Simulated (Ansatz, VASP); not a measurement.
This is a calculation of ZnO for VASP 6.6.1.

Contents of INCAR:

```
AGGAC = 1.0
AGGAX = 1.0
ALDAC = 0.0
ALDAX = 1.0
ALGO = Normal
EDIFF = 1E-7
EDIFFG = -0.01
ENCUT = 600
GGA = B5
IBRION = 2
ISIF = 3
ISMEAR = -1
IVDW = 12
LASPH = True
LCHARG = False
LREAL = False
LWAVE = False
NELM = 100
NSW = 60
PREC = Accurate
SIGMA = 0.05
VDW_A1 = 0.4298
VDW_A2 = 4.2359
VDW_S6 = 1.0
VDW_S8 = 2.6996
```

Contents of KPOINTS:

```
k-points
0
Gamma
  9 9 5
```

Contents of POSCAR:

```
ZnO
1.0
    3.2493080000      0.0000000000      0.0000000000
   -1.6246540000      2.8139832727      0.0000000000
    0.0000000000      0.0000000000      5.2057090000
Zn O
2 2
Direct
    0.6666666667      0.3333333333      0.0000000000
    0.3333333333      0.6666666667      0.5000000000
    0.3333333333      0.6666666667      0.8790100000
    0.6666666667      0.3333333333      0.3790100000
```

Potentials or basis: VASP PAW PBE potentials, release 64 (Zn, O).

The run is started by

```console
$ cat potpaw_PBE.64/Zn/POTCAR potpaw_PBE.64/O/POTCAR > POTCAR
$ mpirun -np 1 vasp_std > vasp.out
```

Q: Set up the same calculation for Ansatz 0.2.0. Potentials there: Ansatz PAW.

A: As run (the cutoff follows the program's own potentials):

input.yaml

```yaml
crystal:
  lattice:
    - [3.249308, 0.0, 0.0]
    - [-1.624654, 2.8139832727, 0.0]
    - [0.0, 0.0, 5.205709]
  atoms:
    - { symbol: Zn, position: [0.6666666667, 0.3333333333, 0.0] }
    - { symbol: Zn, position: [0.3333333333, 0.6666666667, 0.5] }
    - { symbol: O, position: [0.3333333333, 0.6666666667, 0.87901] }
    - { symbol: O, position: [0.6666666667, 0.3333333333, 0.37901] }
hamiltonian:
  xc: blyp
  pseudopotentials: { kind: paw }
  dispersion: d3bj
kpoints:
  mp_grid: { grid: [9, 9, 5] }
scf:
  occupations: { method: fermi_dirac, width: 0.05 }
output:
  forces: true
  stress: true
relax:
  f_tol: 0.01
  max_steps: 40
  cell: { stress_tol: 0.05 }
```

Potentials or basis: Ansatz PAW.

Run with:

```console
$ ansatz run input.yaml --threads 2 --pin off --max-ram 5632MiB --backend cpu --events-out ev --progress --plain --runs-dir out
```

Both were run:

|  | VASP | Ansatz | Ansatz less VASP |
| --- | --- | --- | --- |
| relaxed volume (Å³/atom) | 12.22 | 12.15 | -0.078 |
| relaxed cell length with the largest relative difference (Å) | 5.295 | 5.281 | -0.0142 |

VASP's potentials were made for PBE, not for BLYP.

Noted on Ansatz's run: odd divisions of the mesh miss points on the zone boundary, where band edges often lie, so the gap on the mesh can be too wide; the plane-wave basis is chosen anew once the cell has moved, so the energies of steps on either side of that aren't comparable.
